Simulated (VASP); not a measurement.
# Cr3SbMo (Pm-3m) in VASP: notebook

Cr3SbMo is run at these levels: PBE; tasks: single point, relaxation of cell and atoms.

Everything below comes from runs of VASP 6.6.1. Logs are shortened: lines on timing, memory, paths and dates and some standing lists are left out, and cuts for length are marked.

## 1. The cell of the first run

The structure is cubic, space group Pm-3m (No. 221). Conventional cell: a = 4.193 Å, b = 4.193 Å, c = 4.193 Å, α = 90.00°, β = 90.00°, γ = 90.00°. Cr (site symmetry 4/mmm) has 2 Mo at 2.10 Å within 2.8 Å. Sb (site symmetry m-3m) has 12 Cr at 2.96 Å and 8 Mo at 3.63 Å within 3.9 Å. Mo (site symmetry m-3m) has 6 Cr at 2.10 Å within 2.8 Å.

## 2. Single point, PBE, collinear spin, ferromagnetic start

INCAR

```
  PREC = Accurate
  ENCUT = 520
  EDIFF = 1E-6
  ISMEAR = 0
  SIGMA = 0.1
  LREAL = False
  LASPH = True
  NELM = 150
  ALGO = Normal
  ISIF = 2
  LWAVE = False
  LCHARG = False
  ISPIN = 2
  MAGMOM = 3 3 3 0 0
  LORBIT = 11
  LMAXMIX = 4
  GGA = PE
  NBANDS = 40
```

KPOINTS

```
regular mesh
0
Gamma
  4 4 4
```

POSCAR

```
Cr3SbMo
1.0
    4.1928928690      0.0000000000      0.0000000000
    0.0000000000      4.1928928690      0.0000000000
    0.0000000000      0.0000000000      4.1928928690
Cr Sb Mo
3 1 1
Direct
    0.0000000000      0.5000000000      0.5000000000
    0.5000000000      0.0000000000      0.5000000000
    0.5000000000      0.5000000000      0.0000000000
    0.0000000000      0.0000000000      0.0000000000
    0.5000000000      0.5000000000      0.5000000000
```

Potentials or basis: VASP PAW PBE potentials, release 64 (Cr_pv, Sb, Mo_sv).

Command:

```
$ cat potpaw_PBE.64/Cr_pv/POTCAR potpaw_PBE.64/Sb/POTCAR potpaw_PBE.64/Mo_sv/POTCAR > POTCAR
$ mpirun -np 1 vasp_std > vasp.out
```

OUTCAR:

```text
PREC = Accurate
   ENCUT = 520
   EDIFF = 1E-6
   ISMEAR = 0
   LREAL = False
   LASPH = True
   NELM = 150
   ISIF = 2
   ISPIN = 2
   LORBIT = 11
   GGA = PE

 ion  position               nearest neighbor table
   1  0.000  0.500  0.500-   5 2.10   5 2.10   4 2.96   2 2.96   3 2.96   4 2.96   2 2.96   4 2.96
                             4 2.96   2 2.96   3 2.96   3 2.96   3 2.96   2 2.96
   2  0.500  0.000  0.500-   5 2.10   5 2.10   4 2.96   1 2.96   3 2.96   4 2.96   1 2.96   3 2.96
                             3 2.96   3 2.96   1 2.96   4 2.96   4 2.96   1 2.96
   3  0.500  0.500  0.000-   5 2.10   5 2.10   4 2.96   1 2.96   1 2.96   2 2.96   2 2.96   2 2.96
                             4 2.96   2 2.96   1 2.96   4 2.96   1 2.96   4 2.96
   4  0.000  0.000  0.000-   1 2.96   2 2.96   3 2.96   1 2.96   2 2.96   1 2.96   3 2.96   1 2.96
                             2 2.96   3 2.96   2 2.96   3 2.96   5 3.63   5 3.63   5 3.63   5 3.63
   5  0.500  0.500  0.500-   1 2.10   2 2.10   3 2.10   3 2.10   2 2.10   1 2.10   4 3.63   4 3.63
                             4 3.63   4 3.63   4 3.63   4 3.63   4 3.63   4 3.63

  LATTYP: Found a simple cubic cell.
 ALAT       =     4.1928928690

  Lattice vectors:

 A1 = (   4.1928928690,   0.0000000000,   0.0000000000)
 A2 = (   0.0000000000,   4.1928928690,   0.0000000000)
 A3 = (   0.0000000000,   0.0000000000,   4.1928928690)

Analysis of symmetry for initial positions (statically):
=====================================================================
 Subroutine PRICEL returns:
 Original cell was already a primitive cell.

 Routine SETGRP: Setting up the symmetry group for a
 simple cubic supercell.

 Subroutine GETGRP returns: Found 48 space group operations
 (whereof 48 operations were pure point group operations)
 out of a pool of 48 trial point group operations.

The static configuration has the point symmetry O_h .

Analysis of symmetry for dynamics (positions and initial velocities):
=====================================================================
 Subroutine PRICEL returns:
 Original cell was already a primitive cell.

 Routine SETGRP: Setting up the symmetry group for a
 simple cubic supercell.

 Subroutine GETGRP returns: Found 48 space group operations
 (whereof 48 operations were pure point group operations)
 out of a pool of 48 trial point group operations.

The dynamic configuration has the point symmetry O_h .

Analysis of structural, dynamic, and magnetic symmetry:
=====================================================================
 Subroutine PRICEL returns:
 Original cell was already a primitive cell.

 Routine SETGRP: Setting up the symmetry group for a
 simple cubic supercell.

 Subroutine GETGRP returns: Found 48 space group operations
 (whereof 48 operations were pure point group operations)
 out of a pool of 48 trial point group operations.

The overall configuration has the point symmetry O_h .

 Subroutine INISYM returns: Found 48 space group operations
 (whereof 48 operations are pure point group operations),
 and found     1 'primitive' translations

----------------------------------------------------------------------------------------

                                     Primitive cell

  volume of cell :      73.7125

  direct lattice vectors                    reciprocal lattice vectors
     4.192892869  0.000000000  0.000000000     0.238498820  0.000000000  0.000000000
     0.000000000  4.192892869  0.000000000     0.000000000  0.238498820  0.000000000
     0.000000000  0.000000000  4.192892869     0.000000000  0.000000000  0.238498820

  length of vectors
     4.192892869  4.192892869  4.192892869     0.238498820  0.238498820  0.238498820

  position of ions in fractional coordinates (direct lattice)
     0.000000000  0.500000000  0.500000000
     0.500000000  0.000000000  0.500000000
     0.500000000  0.500000000  0.000000000
     0.000000000  0.000000000  0.000000000
     0.500000000  0.500000000  0.500000000

  ion indices of the primitive-cell ions
   primitive index   ion index
                 1           1
                 2           2
                 3           3
                 4           4
                 5           5

[... 36 lines left out ...]
  0.500000  0.500000  0.250000      6.000000
  0.500000  0.500000  0.500000      1.000000
   k-points           NKPTS =     10   k-points in BZ     NKDIM =     10   number of bands    NBANDS=     40
   number of dos      NEDOS =    301   number of ions     NIONS =      5
   total plane-waves  NPLWV =  32768
   dimension x,y,z NGX =    32 NGY =   32 NGZ =   32
   dimension x,y,z NGXF=    64 NGYF=   64 NGZF=   64
   ions per type =               3   1   1
   NGX,Y,Z   is equivalent  to a cutoff of  12.69, 12.69, 12.69 a.u.
   NGXF,Y,Z  is equivalent  to a cutoff of  25.38, 25.38, 25.38 a.u.
 SYSTEM =  unknown system
   PREC   = accura    normal or accurate (medium, high low for compatibility)
   ISTART =      0    job   : 0-new  1-cont  2-samecut
   ICHARG =      2    charge: 1-file 2-atom 10-const
   ISPIN  =      2    spin polarized calculation?
   LNONCOLLINEAR =      F non collinear calculations
   LSORBIT =      F    spin-orbit coupling
   LASPH  =      T    aspherical Exc in radial PAW
   ENCUT  =  520.0 eV  38.22 Ry    6.18 a.u.   7.80  7.80  7.80*2*pi/ulx,y,z
   NELM   =    150;   NELMIN=  2; NELMDL= -5     # of ELM steps
   EDIFF  = 0.1E-05   stopping-criterion for ELM
   LREAL  =      F    real-space projection
   EDIFFG = 0.1E-04   stopping-criterion for IOM
   NSW    =      0    number of steps for IOM
   IBRION =     -1    ionic relax: 0-MD 1-quasi-New 2-CG
   NFREE  =      0    steps in history (QN), initial steepest desc. (CG)
   ISIF   =      2    stress and relaxation
   ISYM   =      2    0-nonsym 1-usesym 2-fastsym
   POTIM  = 0.5000    time-step for ionic-motion
   TEBEG  =    0.0;   TEEND  =   0.0 temperature during run
   PSTRESS=    0.0 pullay stress
   NELECT =      55.0000    total number of electrons
   NUPDOWN=      -1.0000    fix difference up-down
   EMIN   =  10.00;   EMAX   =-10.00  energy-range for DOS
   EFERMI =   0.00;   METHOD = LEGACY
   ISMEAR =     0;   SIGMA  =   0.10  broadening in eV -4-tet -1-fermi 0-gaus
   EFERMI_NEDOS =   21; number of points for ismear=-14 and -15
   IALGO  =     38    algorithm
   IMIX   =      4    mixing-type and parameters
     AMIX     =   0.40;   BMIX     =  1.00
     AMIX_MAG =   1.60;   BMIX_MAG =  1.00
  volume/ion in A,a.u.               =      14.74        99.49
  Fermi-wavevector in a.u.,A,eV,Ry     =   1.484848  2.805956 29.997761  2.204773
  Thomas-Fermi vector in A             =   2.598333
   LORBIT       =     11    0 simple, 1 ext, 2 COOP (PROOUT), +10 PAW based schemes
   GGA     = PE    functional components
   LHFCALC =     F    Hartree Fock is set to
   AEXX    =    0.0000 exact exchange contribution
   IVDW    =     0    specifies the selected vdW correction
   LEPSILON=     F    determine dielectric tensor
   LRPA    =     F    only Hartree local field effects (RPA)
 spin polarized calculation
 Gauss-broadening in eV      SIGMA  =   0.10
  energy-cutoff  :      520.00
  volume of cell :       73.71
 maximum number of plane-waves:      2008
 NGX is ok and might be reduce to    32
   NGX = 15   NGY = 15   NGZ = 15

 number of electron      55.0000042 magnetization       4.0410083

 Free energy of the ion-electron system (eV)
  ---------------------------------------------------
  ext. energy  EPLUGINS =         0.00000000
  ---------------------------------------------------
  free energy    TOTEN  =       -34.62966987 eV

  energy without entropy =      -34.59907189  energy(sigma->0) =      -34.61437088

 E-fermi :  11.2387     XC(G=0): -12.5218

 val. band max:       11.2018379874   @ k =   0.2500   0.2500   0.0000
 cond. band min:      11.2643610499   @ k =   0.5000   0.5000   0.2500
 fundamental gap:      0.0625230625
 Fermi energy:        11.2386576780

 spin component 1

 k-point     1 :       0.0000    0.0000    0.0000
  band No.  band energies     occupation
      1     -49.4186      1.00000
      2     -32.9427      1.00000
      3     -32.9427      1.00000
      4     -32.9427      1.00000
      5     -32.2412      1.00000
      6     -32.2412      1.00000
[... 409 lines left out ...]
     38      11.8633      0.00000
     39      14.3635      0.00000
 Fermi energy:        11.2386576780

 spin component 2

 k-point     1 :       0.0000    0.0000    0.0000
  band No.  band energies     occupation
      1     -49.6129      1.00000
      2     -31.8038      1.00000
      3     -31.8038      1.00000
      4     -31.8038      1.00000
      5     -30.6827      1.00000
      6     -30.6827      1.00000
[... 409 lines left out ...]
     38      12.8368      0.00000
     39      15.1842      0.00000
 [bands above 39 left out]

------------------------ aborting loop because EDIFF is reached ----------------------------------------

  FORCE on cell =-STRESS in cart. coord.  units (eV):
  Direction    XX          YY          ZZ          XY          YZ          ZX
  --------------------------------------------------------------------------------------
  -------------------------------------------------------------------------------------
  Total       19.7798473     19.7798473     19.7798473      0.0000000      0.0000000      0.0000000
  in kB      429.9245240    429.9245240    429.9245240      0.0000000      0.0000000      0.0000000
  external PRESSURE =     429.9245240 kB  Pullay stress =       0.0000000 kB

 VOLUME and BASIS-vectors are now :
 -----------------------------------------------------------------------------
  energy-cutoff  :      520.00
  volume of cell :       73.71
      direct lattice vectors                 reciprocal lattice vectors
     4.192892869  0.000000000  0.000000000     0.238498820  0.000000000  0.000000000
     0.000000000  4.192892869  0.000000000     0.000000000  0.238498820  0.000000000
     0.000000000  0.000000000  4.192892869     0.000000000  0.000000000  0.238498820

 POSITION                                       TOTAL-FORCE (eV/Angst)
 -----------------------------------------------------------------------------------
      0.00000      2.09645      2.09645         0.000000      0.000000      0.000000
      2.09645      0.00000      2.09645         0.000000      0.000000      0.000000
      2.09645      2.09645      0.00000         0.000000      0.000000      0.000000
      0.00000      0.00000      0.00000         0.000000      0.000000      0.000000
      2.09645      2.09645      2.09645         0.000000      0.000000      0.000000
 -----------------------------------------------------------------------------------
    total drift:                                0.000000     -0.000000     -0.000000

  FREE ENERGIE OF THE ION-ELECTRON SYSTEM (eV)
  ---------------------------------------------------
  free  energy   TOTEN  =       -34.6296698741 eV

  energy  without entropy=      -34.5990718943  energy(sigma->0) =      -34.61437088

 total charge

# of ion       s       p       d       tot
------------------------------------------
    1        0.342   6.309   4.585  11.236
    2        0.342   6.309   4.585  11.236
    3        0.342   6.309   4.585  11.236
    4        1.142   1.158   0.078   2.378
    5        2.605   6.214   5.084  13.903
--------------------------------------------------
tot          4.772  26.300  18.918  49.991

 magnetization (x)

# of ion       s       p       d       tot
------------------------------------------
    1        0.006  -0.006   1.432   1.433
    2        0.006  -0.006   1.432   1.433
    3        0.006  -0.006   1.432   1.433
    4        0.025  -0.102   0.010  -0.067
    5       -0.036   0.049  -0.343  -0.330
--------------------------------------------------
tot          0.008  -0.069   3.964   3.902
```

Wall time 55 s (1 thread of Intel Xeon Platinum 8488C (Sapphire Rapids), shared host); peak memory 0.22 GiB.

Results:

| Quantity | Value |
| --- | --- |
| Free energy | -34.6297 eV |
| Pressure | 43.0 GPa |
| Net moment | 4.04 μB per cell |
| Site moments | Cr +1.43; Sb -0.07; Mo -0.33 μB |
| Valence electrons inside the program's atomic spheres | Cr 11.24; Sb 2.38; Mo 13.90 |

Caveat: the k points lie up to 0.37 Å⁻¹ apart; spin-orbit coupling is left out, which moves the levels of the heavy elements; the run started ferromagnetic, and an antiferromagnetic order may lie lower in energy.

(Part 1 of 2 ends here.)
